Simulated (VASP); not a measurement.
# Ti2NbB3 (P4/mmm) in VASP: a series of runs

Runs on Ti2NbB3. Level: PBE. Tasks: single point.

Everything below comes from runs of VASP 6.6.1. Logs are shortened: lines on timing, memory, paths and dates and some standing lists are left out, and cuts for length are marked.

### Step 1. The cell of the first run

The structure is tetragonal, space group P4/mmm (No. 123). Conventional cell: a = 3.402 Å, b = 3.402 Å, c = 5.958 Å, α = 90.00°, β = 90.00°, γ = 90.00°. Within 2.3 Å of Ti (site symmetry 4/mmm) lie 4 B at 1.70 Å. Within 3.2 Å of Ti (site symmetry 4/mmm) lie 4 Nb at 2.41 Å and 2 B at 2.98 Å. Within 3.2 Å of Nb (site symmetry 4/mmm) lie 6 Ti at 2.41 to 2.98 Å. Within 2.3 Å of B (site symmetry mmm) lie 2 Ti at 1.70 Å and 2 B at 1.70 Å. Within 2.3 Å of B (site symmetry 4/mmm) lie 4 B at 1.70 Å.

### Step 2. Single point, PBE

Contents of INCAR:

```
PREC     = Accurate       # precision mode
ENCUT    = 520            # plane-wave cutoff, eV
EDIFF    = 1E-6           # SCF threshold, eV
ISMEAR   = 0              # smearing method
SIGMA    = 0.1            # smearing width, eV
LREAL    = False          # projectors in reciprocal space
LASPH    = True           # aspherical terms in the spheres
NELM     = 60             # most SCF steps
ALGO     = Normal         # electronic algorithm
ISIF     = 2              # what is computed and relaxed
LWAVE    = False          # write WAVECAR
LCHARG   = True           # write CHGCAR
GGA      = PE             # functional
LELF     = True           # ELF
LVHAR    = True         
NBANDS   = 32             # bands
```

Contents of KPOINTS:

```
regular mesh
0
Gamma
  6 6 4
```

Contents of POSCAR:

```
Ti2NbB3
1.0
    3.4022182000      0.0000000000      0.0000000000
    0.0000000000      3.4022182000      0.0000000000
    0.0000000000      0.0000000000      5.9584825000
Ti Nb B
2 1 3
Direct
    0.0000000000      0.0000000000      0.5000000000
    0.5000000000      0.5000000000      0.0000000000
    0.0000000000      0.0000000000      0.0000000000
    0.0000000000      0.5000000000      0.5000000000
    0.5000000000      0.0000000000      0.5000000000
    0.5000000000      0.5000000000      0.5000000000
```

Potentials or basis: VASP PAW PBE potentials, release 64 (Ti_sv, Nb_sv, B).

Run with:

```sh
> cat potpaw_PBE.64/Ti_sv/POTCAR potpaw_PBE.64/Nb_sv/POTCAR potpaw_PBE.64/B/POTCAR > POTCAR
> mpirun -np 1 vasp_std > vasp.out
```

OUTCAR:

```text
PREC = Accurate
   ENCUT = 520
   EDIFF = 1E-6
   ISMEAR = 0
   LREAL = False
   LASPH = True
   NELM = 60
   ISIF = 2
   GGA = PE

 ion  position               nearest neighbor table
   1  0.000  0.000  0.500-   4 1.70   5 1.70   4 1.70   5 1.70   6 2.41   6 2.41   6 2.41   6 2.41
                             3 2.98   3 2.98
   2  0.500  0.500  0.000-   3 2.41   3 2.41   3 2.41   3 2.41
   3  0.000  0.000  0.000-   2 2.41   2 2.41   2 2.41   2 2.41   1 2.98   1 2.98
   4  0.000  0.500  0.500-   1 1.70   6 1.70   1 1.70   6 1.70
   5  0.500  0.000  0.500-   1 1.70   6 1.70   6 1.70   1 1.70
   6  0.500  0.500  0.500-   4 1.70   5 1.70   5 1.70   4 1.70   1 2.41   1 2.41   1 2.41   1 2.41

  LATTYP: Found a simple tetragonal cell.
 ALAT       =     3.4022182000
 C/A-ratio  =     1.7513522501

  Lattice vectors:

 A1 = (   3.4022182000,   0.0000000000,   0.0000000000)
 A2 = (   0.0000000000,   3.4022182000,   0.0000000000)
 A3 = (   0.0000000000,   0.0000000000,   5.9584825000)

Analysis of symmetry for initial positions (statically):
=====================================================================
 Subroutine PRICEL returns:
 Original cell was already a primitive cell.

 Routine SETGRP: Setting up the symmetry group for a
 simple tetragonal supercell.

 Subroutine GETGRP returns: Found 16 space group operations
 (whereof 16 operations were pure point group operations)
 out of a pool of 16 trial point group operations.

The static configuration has the point symmetry D_4h.

Analysis of symmetry for dynamics (positions and initial velocities):
=====================================================================
 Subroutine PRICEL returns:
 Original cell was already a primitive cell.

 Routine SETGRP: Setting up the symmetry group for a
 simple tetragonal supercell.

 Subroutine GETGRP returns: Found 16 space group operations
 (whereof 16 operations were pure point group operations)
 out of a pool of 16 trial point group operations.

The dynamic configuration has the point symmetry D_4h.

 Subroutine INISYM returns: Found 16 space group operations
 (whereof 16 operations are pure point group operations),
 and found     1 'primitive' translations

----------------------------------------------------------------------------------------

                                     Primitive cell

  volume of cell :      68.9700

  direct lattice vectors                    reciprocal lattice vectors
     3.402218200  0.000000000  0.000000000     0.293925886  0.000000000  0.000000000
     0.000000000  3.402218200  0.000000000     0.000000000  0.293925886  0.000000000
     0.000000000  0.000000000  5.958482500     0.000000000  0.000000000  0.167827966

  length of vectors
     3.402218200  3.402218200  5.958482500     0.293925886  0.293925886  0.167827966

  position of ions in fractional coordinates (direct lattice)
     0.000000000  0.000000000  0.500000000
     0.500000000  0.500000000  0.000000000
     0.000000000  0.000000000  0.000000000
     0.000000000  0.500000000  0.500000000
     0.500000000  0.000000000  0.500000000
     0.500000000  0.500000000  0.500000000

  ion indices of the primitive-cell ions
   primitive index   ion index
                 1           1
                 2           2
                 3           3
                 4           4
                 5           5
                 6           6

----------------------------------------------------------------------------------------

 KPOINTS: regular mesh

Automatic generation of k-mesh.
 Grid dimensions read from file:
 generate k-points for:    6    6    4

 Generating k-lattice:

  Cartesian coordinates                     Fractional coordinates (reciprocal lattice)
     0.048987648  0.000000000  0.000000000     0.166666667  0.000000000  0.000000000
     0.000000000  0.048987648  0.000000000     0.000000000  0.166666667  0.000000000
     0.000000000  0.000000000  0.041956992     0.000000000  0.000000000  0.250000000

  Length of vectors
     0.048987648  0.048987648  0.041956992

  Shift w.r.t. Gamma in fractional coordinates (k-lattice)
     0.000000000  0.000000000  0.000000000

 Subroutine IBZKPT returns following result:
 ===========================================

 Found     30 irreducible k-points:

 Following reciprocal coordinates:
            Coordinates               Weight
  0.000000  0.000000  0.000000      1.000000
  0.166667  0.000000  0.000000      4.000000
  0.333333  0.000000  0.000000      4.000000
  0.500000  0.000000  0.000000      2.000000
  0.166667  0.166667  0.000000      4.000000
  0.333333  0.166667  0.000000      8.000000
[... 16 lines left out ...]
  0.333333  0.000000  0.500000      4.000000
  0.500000  0.000000  0.500000      2.000000
 [... further k-points ...]
   k-points           NKPTS =     30   k-points in BZ     NKDIM =     30   number of bands    NBANDS=     32
   number of dos      NEDOS =    301   number of ions     NIONS =      6
   total plane-waves  NPLWV =  37632
   dimension x,y,z NGX =    28 NGY =   28 NGZ =   48
   dimension x,y,z NGXF=    56 NGYF=   56 NGZF=   96
   ions per type =               2   1   3
   NGX,Y,Z   is equivalent  to a cutoff of  13.68, 13.68, 13.39 a.u.
   NGXF,Y,Z  is equivalent  to a cutoff of  27.36, 27.36, 26.78 a.u.
 SYSTEM =  unknown system
   PREC   = accura    normal or accurate (medium, high low for compatibility)
   ISTART =      0    job   : 0-new  1-cont  2-samecut
   ICHARG =      2    charge: 1-file 2-atom 10-const
   ISPIN  =      1    spin polarized calculation?
   LNONCOLLINEAR =      F non collinear calculations
   LSORBIT =      F    spin-orbit coupling
   LASPH  =      T    aspherical Exc in radial PAW
   ENCUT  =  520.0 eV  38.22 Ry    6.18 a.u.   6.33  6.33 11.08*2*pi/ulx,y,z
   NELM   =     60;   NELMIN=  2; NELMDL= -5     # of ELM steps
   EDIFF  = 0.1E-05   stopping-criterion for ELM
   LREAL  =      F    real-space projection
   EDIFFG = 0.1E-04   stopping-criterion for IOM
   NSW    =      0    number of steps for IOM
   IBRION =     -1    ionic relax: 0-MD 1-quasi-New 2-CG
   NFREE  =      0    steps in history (QN), initial steepest desc. (CG)
   ISIF   =      2    stress and relaxation
   ISYM   =      2    0-nonsym 1-usesym 2-fastsym
   POTIM  = 0.5000    time-step for ionic-motion
   TEBEG  =    0.0;   TEEND  =   0.0 temperature during run
   PSTRESS=    0.0 pullay stress
   NELECT =      46.0000    total number of electrons
   NUPDOWN=      -1.0000    fix difference up-down
   EMIN   =  10.00;   EMAX   =-10.00  energy-range for DOS
   EFERMI =   0.00;   METHOD = LEGACY
   ISMEAR =     0;   SIGMA  =   0.10  broadening in eV -4-tet -1-fermi 0-gaus
   EFERMI_NEDOS =   21; number of points for ismear=-14 and -15
   IALGO  =     38    algorithm
   IMIX   =      4    mixing-type and parameters
     AMIX     =   0.40;   BMIX     =  1.00
     AMIX_MAG =   1.60;   BMIX_MAG =  1.00
  volume/ion in A,a.u.               =      11.49        77.57
  Fermi-wavevector in a.u.,A,eV,Ry     =   1.430345  2.702960 27.835977  2.045887
  Thomas-Fermi vector in A             =   2.550200
   LORBIT       =      0    0 simple, 1 ext, 2 COOP (PROOUT), +10 PAW based schemes
   GGA     = PE    functional components
   LHFCALC =     F    Hartree Fock is set to
   AEXX    =    0.0000 exact exchange contribution
   IVDW    =     0    specifies the selected vdW correction
   LEPSILON=     F    determine dielectric tensor
   LRPA    =     F    only Hartree local field effects (RPA)
 non-spin polarized calculation
 Gauss-broadening in eV      SIGMA  =   0.10
  energy-cutoff  :      520.00
  volume of cell :       68.97
 maximum number of plane-waves:      1880
 NGX is ok and might be reduce to    28
   NGX = 13   NGY = 13   NGZ = 23

 number of electron      46.0000004 magnetization

 Free energy of the ion-electron system (eV)
  ---------------------------------------------------
  ext. energy  EPLUGINS =         0.00000000
  ---------------------------------------------------
  free energy    TOTEN  =       -33.49493528 eV

  energy without entropy =      -33.48447958  energy(sigma->0) =      -33.48970743

 E-fermi :   9.4779     XC(G=0): -11.9231

 val. band max:        9.4479030235   @ k =   0.1667   0.1667   0.0000
 cond. band min:       9.5046941227   @ k =   0.3333   0.0000   0.2500
 fundamental gap:      0.0567910992
 Fermi energy:         9.4778756134

 k-point     1 :       0.0000    0.0000    0.0000
  band No.  band energies     occupation
      1     -46.9081      2.00000
      2     -46.6787      2.00000
      3     -44.6686      2.00000
      4     -23.8670      2.00000
      5     -23.8670      2.00000
      6     -23.5647      2.00000
[... 24 lines left out ...]
     31      13.6973      0.00000
     32      13.9276      0.00000

 k-point     2 :       0.1667    0.0000    0.0000
  band No.  band energies     occupation
      1     -46.8880      2.00000
      2     -46.6804      2.00000
      3     -44.6910      2.00000
      4     -23.8665      2.00000
      5     -23.8593      2.00000
      6     -23.4965      2.00000
[... 24 lines left out ...]
     31      13.3030      0.00000
     32      13.8434      0.00000

 k-point     3 :       0.3333    0.0000    0.0000
  band No.  band energies     occupation
      1     -46.8464      2.00000
      2     -46.6839      2.00000
      3     -44.7372      2.00000
      4     -23.8657      2.00000
      5     -23.8441      2.00000
      6     -23.3356      2.00000
[... 24 lines left out ...]
     31      12.9499      0.00000
     32      13.3248      0.00000

 k-point     4 :       0.5000    0.0000    0.0000
  band No.  band energies     occupation
      1     -46.8248      2.00000
      2     -46.6857      2.00000
      3     -44.7610      2.00000
      4     -23.8653      2.00000
      5     -23.8366      2.00000
      6     -23.2376      2.00000
[... 24 lines left out ...]
     31      12.1384      0.00000
     32      12.6060      0.00000

 k-point     5 :       0.1667    0.1667    0.0000
  band No.  band energies     occupation
      1     -46.8718      2.00000
      2     -46.6821      2.00000
      3     -44.7067      2.00000
      4     -23.8593      2.00000
      5     -23.8588      2.00000
      6     -23.6418      2.00000
[... 584 lines left out ...]
     31      13.5405      0.00000
     32      13.5405      0.00000

 k-point    22 :       0.1667    0.0000    0.5000
  band No.  band energies     occupation
      1     -46.8878      2.00000
      2     -46.6804      2.00000
      3     -44.6914      2.00000
      4     -23.8662      2.00000
      5     -23.8588      2.00000
      6     -23.4970      2.00000
[... 24 lines left out ...]
     31      13.2112      0.00000
     32      13.3079      0.00000

 k-point    23 :       0.3333    0.0000    0.5000
  band No.  band energies     occupation
      1     -46.8463      2.00000
      2     -46.6837      2.00000
      3     -44.7375      2.00000
      4     -23.8660      2.00000
      5     -23.8439      2.00000
      6     -23.3359      2.00000
[... 24 lines left out ...]
     31      12.3551      0.00000
     32      13.2495      0.00000

 k-point    24 :       0.5000    0.0000    0.5000
  band No.  band energies     occupation
      1     -46.8248      2.00000
      2     -46.6854      2.00000
      3     -44.7613      2.00000
      4     -23.8659      2.00000
      5     -23.8364      2.00000
      6     -23.2377      2.00000
[... 24 lines left out ...]
     31      11.8553      0.00000
     32      12.5040      0.00000

 [... further k-points ...]

------------------------ aborting loop because EDIFF is reached ----------------------------------------

  FORCE on cell =-STRESS in cart. coord.  units (eV):
  Direction    XX          YY          ZZ          XY          YZ          ZX
  --------------------------------------------------------------------------------------
  -------------------------------------------------------------------------------------
  Total       30.2825672     30.2825672     -0.3867052      0.0000000     -0.0000000     -0.0000000
  in kB      703.4662668    703.4662668     -8.9831896      0.0000000     -0.0000000     -0.0000000
  external PRESSURE =     465.9831147 kB  Pullay stress =       0.0000000 kB

 VOLUME and BASIS-vectors are now :
 -----------------------------------------------------------------------------
  energy-cutoff  :      520.00
  volume of cell :       68.97
      direct lattice vectors                 reciprocal lattice vectors
     3.402218200  0.000000000  0.000000000     0.293925886  0.000000000  0.000000000
     0.000000000  3.402218200  0.000000000     0.000000000  0.293925886  0.000000000
     0.000000000  0.000000000  5.958482500     0.000000000  0.000000000  0.167827966

 POSITION                                       TOTAL-FORCE (eV/Angst)
 -----------------------------------------------------------------------------------
      0.00000      0.00000      2.97924         0.000000      0.000000      0.000000
      1.70111      1.70111      0.00000         0.000000      0.000000      0.000000
      0.00000      0.00000      0.00000         0.000000      0.000000      0.000000
      0.00000      1.70111      2.97924         0.000000      0.000000      0.000000
      1.70111      0.00000      2.97924         0.000000      0.000000      0.000000
      1.70111      1.70111      2.97924         0.000000      0.000000      0.000000
 -----------------------------------------------------------------------------------
    total drift:                                0.000000      0.000000      0.000000

  FREE ENERGIE OF THE ION-ELECTRON SYSTEM (eV)
  ---------------------------------------------------
  free  energy   TOTEN  =       -33.4949352818 eV

  energy  without entropy=      -33.4844795787  energy(sigma->0) =      -33.48970743
```

It took 77 s on 1 thread of Intel Xeon Platinum 8488C (Sapphire Rapids), shared host; peak memory 0.22 GiB.

Results:

```
Free energy            : -33.4949 eV
Pressure               : 46.6 GPa
Band gap on the k mesh : zero (band 23 reaches 10.41 eV, above the bottom of band 24 at 8.46 eV)
```

(Continued in part 2 of 2.)
